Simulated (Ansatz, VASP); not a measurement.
**AlAs in VASP and in Ansatz**

```
Al As
1.0
     0.00000    2.83893    2.83893
     2.83893    0.00000    2.83893
     2.83893    2.83893    0.00000
Al As
1 1
Direct
  0.00000 0.00000 0.00000
  0.25000 0.25000 0.25000
```

Alike in both runs: task single point; functional r2SCAN; k mesh 6 × 6 × 6; no spin polarisation.

|  | VASP | Ansatz |
| --- | --- | --- |
| version | VASP 6.6.1 | Ansatz 0.2.0 |
| potentials or method | VASP PAW PBE potentials, release 64 (Al, As) | plane waves, PAW |
| plane-wave cutoff (eV) | 550 | 500 |
| occupations | gaussian, width 0.01 eV | fixed |
| valence electrons in the cell | 8 | 18 |

|  | VASP | Ansatz | Ansatz less VASP |
| --- | --- | --- | --- |
| gap on the k mesh at the Fermi level (eV) | 1.80 | 1.81 | +0.009 |
| pressure (GPa) | 0.0 | 0.0 | +0.04 |

VASP's potentials were made for PBE, not for r2SCAN. VASP's potentials hold 8 valence electrons a cell and Ansatz's 18, so a difference there can come from the potentials and not from the codes.
